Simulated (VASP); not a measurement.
# SrTiO3 (P4mm) in VASP: notebook

The runs below take SrTiO3 through single point, with PBE.

Everything below comes from runs of VASP 6.6.1. Logs are shortened: lines on timing, memory, paths and dates and some standing lists are left out, and cuts for length are marked.

## 1. The cell of the first run

It takes space group P4mm (No. 99, tetragonal). Conventional cell: a = 3.936 Å, b = 3.936 Å, c = 3.936 Å, α = 90.00°, β = 90.00°, γ = 90.00°. Within 3.7 Å of Sr (site symmetry 4mm) lie 12 O at 2.78 Å and 8 Ti at 3.31 to 3.52 Å. Ti (site symmetry 4mm) has 6 O at 1.79 to 2.15 Å within 2.4 Å. Within 2.4 Å of O (site symmetry 4mm) lie 2 Ti at 1.79 to 2.15 Å. O (site symmetry 2mm) has 2 Ti at 1.98 Å within 2.6 Å.

## 2. Single point, PBE (atom 2 (Ti) moved +0.180 Å along Cartesian [1 0 0])

INCAR reads:

```
SYSTEM = SrTiO3
PREC = Accurate ; ENCUT = 520
EDIFF = 1E-7 ; ISMEAR = 0
SIGMA = 0.05 ; LREAL = .FALSE.
LASPH = .TRUE. ; NELM = 80
ALGO = Normal ; ISIF = 2
LWAVE = .FALSE. ; LCHARG = .FALSE.
GGA = PE ; NBANDS = 28
```

KPOINTS reads:

```
Automatic mesh
0
G
  8 8 8
  0 0 0
```

POSCAR reads:

```
SrTiO3
1.0
    3.9364035669      0.0000000000      0.0000000000
    0.0000000000      3.9364035669      0.0000000000
    0.0000000000      0.0000000000      3.9364035669
Sr Ti O
1 1 3
Direct
    0.0000000000      0.0000000000      0.0000000000
    0.5457270188      0.5000000000      0.5000000000
    0.0000000000      0.5000000000      0.5000000000
    0.5000000000      0.0000000000      0.5000000000
    0.5000000000      0.5000000000      0.0000000000
```

Potentials or basis: VASP PAW PBE potentials, release 64 (Sr_sv, Ti_sv, O).

The run is started by

```sh
> cat potpaw_PBE.64/Sr_sv/POTCAR potpaw_PBE.64/Ti_sv/POTCAR potpaw_PBE.64/O/POTCAR > POTCAR
> mpirun -np 1 vasp_std > vasp.out
```

OUTCAR:

```text
SYSTEM = SrTiO3
   PREC = Accurate
   ENCUT = 520
   EDIFF = 1E-7
   ISMEAR = 0
   LREAL = .FALSE.
   LASPH = .TRUE.
   NELM = 80
   ISIF = 2
   GGA = PE

 ion  position               nearest neighbor table
   1  0.000  0.000  0.000-   3 2.78   4 2.78   5 2.78   3 2.78   4 2.78   3 2.78   5 2.78   3 2.78
                             4 2.78   5 2.78   4 2.78   5 2.78   2 3.31   2 3.31   2 3.31   2 3.31
   2  0.546  0.500  0.500-   3 1.79   4 1.98   5 1.98   5 1.98   4 1.98   3 2.15   1 3.31   1 3.31
                             1 3.31   1 3.31   1 3.52   1 3.52   1 3.52   1 3.52
   3  0.000  0.500  0.500-   2 1.79   2 2.15   1 2.78   1 2.78   1 2.78   1 2.78
   4  0.500  0.000  0.500-   2 1.98   2 1.98   1 2.78   1 2.78   1 2.78   1 2.78
   5  0.500  0.500  0.000-   2 1.98   2 1.98   1 2.78   1 2.78   1 2.78   1 2.78

  LATTYP: Found a simple cubic cell.
 ALAT       =     3.9364035669

  Lattice vectors:

 A1 = (   3.9364035669,   0.0000000000,   0.0000000000)
 A2 = (   0.0000000000,   3.9364035669,   0.0000000000)
 A3 = (   0.0000000000,   0.0000000000,   3.9364035669)

Analysis of symmetry for initial positions (statically):
=====================================================================
 Subroutine PRICEL returns:
 Original cell was already a primitive cell.

 Routine SETGRP: Setting up the symmetry group for a
 simple cubic supercell.

 Subroutine GETGRP returns: Found  8 space group operations
 (whereof  8 operations were pure point group operations)
 out of a pool of 48 trial point group operations.

The static configuration has the point symmetry C_4v.

Analysis of symmetry for dynamics (positions and initial velocities):
=====================================================================
 Subroutine PRICEL returns:
 Original cell was already a primitive cell.

 Routine SETGRP: Setting up the symmetry group for a
 simple cubic supercell.

 Subroutine GETGRP returns: Found  8 space group operations
 (whereof  8 operations were pure point group operations)
 out of a pool of 48 trial point group operations.

The dynamic configuration has the point symmetry C_4v.

 Subroutine INISYM returns: Found  8 space group operations
 (whereof  8 operations are pure point group operations),
 and found     1 'primitive' translations

----------------------------------------------------------------------------------------

                                     Primitive cell

  volume of cell :      60.9956

  direct lattice vectors                    reciprocal lattice vectors
     3.936403567  0.000000000  0.000000000     0.254038993  0.000000000  0.000000000
     0.000000000  3.936403567  0.000000000     0.000000000  0.254038993  0.000000000
     0.000000000  0.000000000  3.936403567     0.000000000  0.000000000  0.254038993

  length of vectors
     3.936403567  3.936403567  3.936403567     0.254038993  0.254038993  0.254038993

  position of ions in fractional coordinates (direct lattice)
     0.000000000  0.000000000  0.000000000
     0.545727019  0.500000000  0.500000000
     0.000000000  0.500000000  0.500000000
     0.500000000  0.000000000  0.500000000
     0.500000000  0.500000000  0.000000000

  ion indices of the primitive-cell ions
   primitive index   ion index
                 1           1
                 2           2
                 3           3
                 4           4
                 5           5

----------------------------------------------------------------------------------------

 KPOINTS: Automatic mesh

Automatic generation of k-mesh.
 Grid dimensions read from file:
 generate k-points for:    8    8    8

 Generating k-lattice:

  Cartesian coordinates                     Fractional coordinates (reciprocal lattice)
     0.031754874  0.000000000  0.000000000     0.125000000  0.000000000  0.000000000
     0.000000000  0.031754874  0.000000000     0.000000000  0.125000000  0.000000000
     0.000000000  0.000000000  0.031754874     0.000000000  0.000000000  0.125000000

  Length of vectors
     0.031754874  0.031754874  0.031754874

  Shift w.r.t. Gamma in fractional coordinates (k-lattice)
     0.000000000  0.000000000  0.000000000

 Subroutine IBZKPT returns following result:
 ===========================================

 Found     75 irreducible k-points:

 Following reciprocal coordinates:
            Coordinates               Weight
  0.000000  0.000000  0.000000      1.000000
  0.125000  0.000000  0.000000      2.000000
  0.000000  0.125000  0.000000      4.000000
  0.250000  0.000000  0.000000      2.000000
  0.000000  0.250000  0.000000      4.000000
  0.375000  0.000000  0.000000      2.000000
[... 16 lines left out ...]
  0.375000  0.250000  0.000000      8.000000
  0.000000  0.375000  0.250000      8.000000
 [... further k-points ...]
   k-points           NKPTS =     75   k-points in BZ     NKDIM =     75   number of bands    NBANDS=     28
   number of dos      NEDOS =    301   number of ions     NIONS =      5
[... 33 lines left out ...]
   IALGO  =     38    algorithm
   IMIX   =      4    mixing-type and parameters
     AMIX     =   0.40;   BMIX     =  1.00
     AMIX_MAG =   1.60;   BMIX_MAG =  1.00
  volume/ion in A,a.u.               =      12.20        82.32
  Fermi-wavevector in a.u.,A,eV,Ry     =   1.422313  2.687782 27.524240  2.022975
  Thomas-Fermi vector in A             =   2.543030
   LORBIT       =      0    0 simple, 1 ext, 2 COOP (PROOUT), +10 PAW based schemes
   GGA     = PE    functional components
   LHFCALC =     F    Hartree Fock is set to
   AEXX    =    0.0000 exact exchange contribution
   IVDW    =     0    specifies the selected vdW correction
   LEPSILON=     F    determine dielectric tensor
   LRPA    =     F    only Hartree local field effects (RPA)
 non-spin polarized calculation
 Gauss-broadening in eV      SIGMA  =   0.05
  energy-cutoff  :      520.00
  volume of cell :       61.00
 maximum number of plane-waves:      1671
 NGX is ok and might be reduce to    30
   NGX = 15   NGY = 15   NGZ = 15

 number of electron      39.9999992 magnetization

 Free energy of the ion-electron system (eV)
  ---------------------------------------------------
  ext. energy  EPLUGINS =         0.00000000
  ---------------------------------------------------
  free energy    TOTEN  =       -40.03363936 eV

  energy without entropy =      -40.03363936  energy(sigma->0) =      -40.03363936

 E-fermi :   4.3797     XC(G=0): -11.1343

 val. band max:        4.0616805476   @ k =   0.5000   0.5000   0.5000
 cond. band min:       5.9123870961   @ k =   0.0000   0.0000   0.0000
 fundamental gap:      1.8507065485
 Fermi energy:         4.3796927835

 k-point     1 :       0.0000    0.0000    0.0000
  band No.  band energies     occupation
      1     -52.3956      2.00000
      2     -28.9406      2.00000
      3     -28.7288      2.00000
      4     -28.6248      2.00000
      5     -28.6248      2.00000
      6     -13.3815      2.00000
[... 20 lines left out ...]
     27       9.3383      0.00000
     28       9.9368      0.00000

 k-point     2 :       0.1250    0.0000    0.0000
  band No.  band energies     occupation
      1     -52.3954      2.00000
      2     -28.9454      2.00000
      3     -28.7306      2.00000
      4     -28.6244      2.00000
      5     -28.6244      2.00000
      6     -13.3637      2.00000
[... 20 lines left out ...]
     27       9.5868      0.00000
     28      10.3403      0.00000

 k-point     3 :       0.0000    0.1250    0.0000
  band No.  band energies     occupation
      1     -52.3954      2.00000
      2     -28.9423      2.00000
      3     -28.7296      2.00000
      4     -28.6282      2.00000
      5     -28.6244      2.00000
      6     -13.3997      2.00000
[... 20 lines left out ...]
     27       9.5986      0.00000
     28      10.2887      0.00000

 k-point     4 :       0.2500    0.0000    0.0000
  band No.  band energies     occupation
      1     -52.3949      2.00000
      2     -28.9584      2.00000
      3     -28.7333      2.00000
      4     -28.6235      2.00000
      5     -28.6235      2.00000
      6     -13.3806      2.00000
[... 578 lines left out ...]
     27      11.0736      0.00000
     28      11.6956      0.00000

 k-point    23 :       0.3750    0.2500    0.0000
  band No.  band energies     occupation
      1     -52.3938      2.00000
      2     -28.9458      2.00000
      3     -28.7578      2.00000
      4     -28.6485      2.00000
      5     -28.6213      2.00000
      6     -13.2056      2.00000
[... 20 lines left out ...]
     27      11.8535      0.00000
     28      12.2381      0.00000

 k-point    24 :       0.0000    0.3750    0.2500
  band No.  band energies     occupation
      1     -52.3938      2.00000
      2     -28.9322      2.00000
      3     -28.7299      2.00000
      4     -28.6634      2.00000
      5     -28.6462      2.00000
      6     -13.3415      2.00000
[... 20 lines left out ...]
     27      11.8261      0.00000
     28      12.1076      0.00000

 [... further k-points ...]
[... 5 lines left out ...]
  --------------------------------------------------------------------------------------
  -------------------------------------------------------------------------------------
  Total        2.3405694      0.3816587      0.3816587      0.0000000      0.0000000     -0.0000000
  in kB       61.4799144     10.0250579     10.0250579      0.0000000      0.0000000     -0.0000000
  external PRESSURE =      27.1766768 kB  Pullay stress =       0.0000000 kB

 VOLUME and BASIS-vectors are now :
 -----------------------------------------------------------------------------
  energy-cutoff  :      520.00
  volume of cell :       61.00
      direct lattice vectors                 reciprocal lattice vectors
     3.936403567  0.000000000  0.000000000     0.254038993  0.000000000  0.000000000
     0.000000000  3.936403567  0.000000000     0.000000000  0.254038993  0.000000000
     0.000000000  0.000000000  3.936403567     0.000000000  0.000000000  0.254038993

 POSITION                                       TOTAL-FORCE (eV/Angst)
 -----------------------------------------------------------------------------------
      0.00000      0.00000      0.00000         0.523492      0.000000     -0.000000
      2.14820      1.96820      1.96820        -1.312419      0.000000      0.000000
      0.00000      1.96820      1.96820         0.550078      0.000000     -0.000000
      1.96820      0.00000      1.96820         0.119424      0.000000     -0.000000
      1.96820      1.96820      0.00000         0.119424     -0.000000     -0.000000
 -----------------------------------------------------------------------------------
    total drift:                               -0.000406      0.000000     -0.000002

  FREE ENERGIE OF THE ION-ELECTRON SYSTEM (eV)
  ---------------------------------------------------
  free  energy   TOTEN  =       -40.0336393613 eV

  energy  without entropy=      -40.0336393613  energy(sigma->0) =      -40.03363936
```

Wall time 66 s (1 thread of Intel Xeon 6975P-C (Granite Rapids), shared host); peak memory 0.25 GiB.

Results:

```
Free energy            : -40.0336 eV
Pressure               : 2.7 GPa
Largest force          : 1.312 eV/Å
Band gap on the k mesh : 1.85 eV, indirect (least direct gap 2.47 eV)
```

Forces on the atoms (eV/Å):
```
Sr   0.523  0.000  0.000
Ti  -1.312  0.000  0.000
O    0.550  0.000  0.000
O    0.119  0.000  0.000
O    0.119  0.000  0.000
```

Stress tensor (GPa, compression positive):
```
6.15 0.00 0.00
0.00 1.00 0.00
0.00 0.00 1.00
```

Levels at points of the mesh, in eV from the valence-band top:
```tsv
k point	band 17	band 18	band 19	band 20	band 21	band 22	band 23	band 24
(0.00, 0.00, 0.00)	-1.22	-0.78	-0.62	-0.62	1.85	2.39	2.39	4.28
(0.50, 0.00, 0.00)	-2.39	-2.02	-0.74	-0.74	2.02	3.91	3.91	4.28
(0.00, 0.50, 0.00)	-2.26	-1.90	-1.30	-1.05	2.55	3.64	3.75	4.49
(0.50, 0.50, 0.00)	-1.75	-1.58	-1.55	-0.30	3.67	3.93	4.17	5.19
(0.00, 0.50, 0.50)	-1.88	-1.88	-1.84	-0.09	3.76	3.76	4.09	5.04
(0.50, 0.50, 0.50)	-3.64	-0.21	-0.21	0.00	4.26	4.33	4.33	6.45
```

Caveat: the cell differs from its parent crystal (atom 2 (Ti) moved +0.180 Å along Cartesian [1 0 0]); forces of over 1 eV/Å act on the atoms, so gaps and moduli don't describe the material at rest. A k mesh can miss the band edges.

## 3. Single point, PBE (atom 2 (Ti) moved -0.600 Å along Cartesian [1 0 0])

INCAR reads:

```
SYSTEM = SrTiO3
PREC = Accurate
ENCUT = 520
EDIFF = 1E-6
ISMEAR = 0
SIGMA = 0.05
LREAL = .False.
LASPH = .True.
NELM = 100
ALGO = Normal
ISIF = 2
LWAVE = .False.
LCHARG = .False.
GGA = PE
NBANDS = 28
```

KPOINTS reads:

```
Automatic mesh
0
Gamma
  8 8 8
  0 0 0
```

Edit POSCAR of step 2 so:

```diff
@@ -9,3 +9,3 @@
     0.0000000000      0.0000000000      0.0000000000
-    0.5457270188      0.5000000000      0.5000000000
+    0.3475766039      0.5000000000      0.5000000000
     0.0000000000      0.5000000000      0.5000000000
```

Potentials or basis: VASP PAW PBE potentials, release 64 (Sr_sv, Ti_sv, O).

The run is started by

```sh
> cat potpaw_PBE.64/Sr_sv/POTCAR potpaw_PBE.64/Ti_sv/POTCAR potpaw_PBE.64/O/POTCAR > POTCAR
> mpirun -np 1 vasp_std > vasp.out
```

Wall time 97 s (1 thread of Intel Xeon Platinum 8375C at 2.90GHz (Ice Lake), shared host); peak memory 0.26 GiB.

The run converged. Its results:

| Item | Value |
| --- | --- |
| Free energy | -34.8036 eV |
| Pressure | 40.0 GPa |
| Largest force | 34.986 eV/Å |
| Band gap on the k mesh | 1.81 eV, indirect (least direct gap 2.50 eV) |

Forces on the atoms (eV/Å):
```
Sr   -1.707   0.000   0.000
Ti   34.986   0.000   0.000
O   -30.189   0.000   0.000
O    -1.545   0.000   0.000
O    -1.545   0.000   0.000
```

Stress tensor (GPa, compression positive):
```
105.35   0.00   0.00
  0.00   7.35   0.00
  0.00   0.00   7.35
```

Levels at points of the mesh, in eV from the valence-band top:
```csv
k point,band 18,band 19,band 20,band 21,band 22,band 23
"(0.00, 0.00, 0.00)",-1.83,-0.68,-0.68,1.81,3.47,3.65
"(0.50, 0.00, 0.00)",-2.30,-0.76,-0.76,2.02,4.82,5.34
"(0.00, 0.50, 0.00)",-2.28,-2.04,-1.73,3.25,4.67,4.98
"(0.50, 0.50, 0.00)",-1.88,-1.76,-1.57,3.48,4.97,5.31
"(0.00, 0.50, 0.50)",-2.33,-2.33,-0.12,3.58,4.44,4.90
"(0.50, 0.50, 0.50)",-1.38,-1.38,0.00,3.55,4.60,5.14
```

Caveat: the cell differs from its parent crystal (atom 2 (Ti) moved -0.600 Å along Cartesian [1 0 0]); forces of over 1 eV/Å act on the atoms, so gaps and moduli don't describe the material at rest. A k mesh can miss the band edges.

## 4. Single point, PBE (atom 2 (Ti) moved +0.480 Å along Cartesian [1 0 0])

INCAR reads:

```
  PREC = Accurate
  ENCUT = 520
  EDIFF = 1E-6
  ISMEAR = 0
  SIGMA = 0.05
  LREAL = False
  LASPH = True
  NELM = 60
  ALGO = Normal
  ISIF = 2
  LWAVE = False
  LCHARG = True
  GGA = PE
  LELF = True
  LVHAR = True
  NBANDS = 28
```

KPOINTS reads:

```
Automatic mesh
0
Gamma
  8 8 8
```

Edit POSCAR of step 3 so:

```diff
@@ -9,3 +9,3 @@
     0.0000000000      0.0000000000      0.0000000000
-    0.3475766039      0.5000000000      0.5000000000
+    0.6219387169      0.5000000000      0.5000000000
     0.0000000000      0.5000000000      0.5000000000
```

The run is started by

```sh
> cat potpaw_PBE.64/Sr_sv/POTCAR potpaw_PBE.64/Ti_sv/POTCAR potpaw_PBE.64/O/POTCAR > POTCAR
> mpirun -np 1 vasp_std > vasp.out
```

It took 1.7 min on 1 thread of Intel Xeon Platinum 8375C at 2.90GHz (Ice Lake), shared host; peak memory 0.26 GiB.

The run converged. Its results:

```yaml
Free_energy: -37.8548 eV
Pressure: 21.6 GPa
Largest_force: 17.531 eV/Å
Band_gap_on_the_k_mesh: 1.89 eV, indirect (least direct gap 2.60 eV)
```

Forces in eV/Å, atoms in the order of the input:
```
Sr    1.413   0.000   0.000
Ti  -17.531   0.000   0.000
O    14.027   0.000   0.000
O     1.045   0.000   0.000
O     1.045   0.000   0.000
```

Stress tensor (GPa, compression positive):
```
56.19  0.00  0.00
 0.00  4.33  0.00
 0.00  0.00  4.33
```

Levels at points of the mesh, in eV from the valence-band top:
| k point | band 17 | band 18 | band 19 | band 20 | band 21 | band 22 | band 23 | band 24 |
| --- | --- | --- | --- | --- | --- | --- | --- | --- |
| (0.00, 0.00, 0.00) | -2.22 | -1.64 | -0.71 | -0.71 | 1.89 | 4.03 | 4.22 | 4.33 |
| (0.50, 0.00, 0.00) | -2.53 | -2.33 | -0.78 | -0.78 | 2.09 | 4.71 | 5.22 | 5.22 |
| (0.00, 0.50, 0.00) | -2.30 | -2.27 | -2.12 | -1.75 | 3.42 | 4.34 | 4.62 | 5.33 |
| (0.50, 0.50, 0.00) | -1.91 | -1.79 | -1.57 | -1.26 | 3.58 | 4.76 | 5.20 | 5.32 |
| (0.00, 0.50, 0.50) | -2.30 | -2.30 | -2.23 | -0.11 | 3.82 | 4.39 | 4.39 | 4.72 |
| (0.50, 0.50, 0.50) | -3.23 | -1.02 | -1.02 | 0.00 | 3.85 | 4.73 | 4.73 | 5.14 |

Caveat: the cell differs from its parent crystal (atom 2 (Ti) moved +0.480 Å along Cartesian [1 0 0]); forces of over 1 eV/Å act on the atoms, so gaps and moduli don't describe the material at rest. A k mesh can miss the band edges.

## 5. Single point, PBE (atom 2 (Ti) moved -0.360 Å along Cartesian [1 0 0])

INCAR reads:

```
PREC = Accurate
ENCUT = 520
EDIFF = 1E-7
ISMEAR = 0
SIGMA = 0.05
LREAL = False
LASPH = True
NELM = 80
ALGO = Normal
ISIF = 2
LWAVE = False
LCHARG = False
GGA = PE
NBANDS = 28
```

KPOINTS is that of step 4.

Edit POSCAR of step 4 so:

```diff
@@ -9,3 +9,3 @@
     0.0000000000      0.0000000000      0.0000000000
-    0.6219387169      0.5000000000      0.5000000000
+    0.4085459624      0.5000000000      0.5000000000
     0.0000000000      0.5000000000      0.5000000000
```

The run is started by

```sh
> cat potpaw_PBE.64/Sr_sv/POTCAR potpaw_PBE.64/Ti_sv/POTCAR potpaw_PBE.64/O/POTCAR > POTCAR
> mpirun -np 1 vasp_std > vasp.out
```

Wall time 1.9 min (1 thread of Intel Xeon Platinum 8375C at 2.90GHz (Ice Lake), shared host); peak memory 0.26 GiB.

It converged, with:

```yaml
Free_energy: -39.3186 eV
Pressure: 10.7 GPa
Largest_force: 7.832 eV/Å
Band_gap_on_the_k_mesh: 1.90 eV, indirect (least direct gap 2.61 eV)
```

Forces in eV/Å, atoms in the order of the input:
```
Sr  -1.069  0.000  0.000
Ti   7.832  0.000  0.000
O   -5.585  0.000  0.000
O   -0.589  0.000  0.000
O   -0.589  0.000  0.000
```

Stress tensor (GPa, compression positive):
```
27.27  0.00  0.00
 0.00  2.46  0.00
 0.00  0.00  2.46
```

Levels at points of the mesh, in eV from the valence-band top:
```csv
k point,band 16,band 17,band 18,band 19,band 20,band 21,band 22,band 23,band 24,band 25
"(0.00, 0.00, 0.00)",-2.65,-1.66,-1.45,-0.72,-0.72,1.90,3.49,3.49,4.40,4.68
"(0.50, 0.00, 0.00)",-2.74,-2.35,-2.29,-0.78,-0.78,2.08,4.54,4.58,4.58,6.41
"(0.00, 0.50, 0.00)",-2.27,-2.19,-2.14,-1.80,-1.76,3.55,3.71,4.02,5.21,5.71
"(0.50, 0.50, 0.00)",-2.70,-1.85,-1.69,-1.56,-0.82,3.64,4.41,4.64,5.29,7.10
"(0.00, 0.50, 0.50)",-3.46,-2.27,-2.27,-2.05,-0.10,3.97,4.04,4.04,4.89,7.09
"(0.50, 0.50, 0.50)",-3.58,-3.57,-0.67,-0.67,0.00,4.07,4.47,4.47,5.69,6.69
```

Caveat: the cell differs from its parent crystal (atom 2 (Ti) moved -0.360 Å along Cartesian [1 0 0]); forces of over 1 eV/Å act on the atoms, so gaps and moduli don't describe the material at rest. A k mesh can miss the band edges.
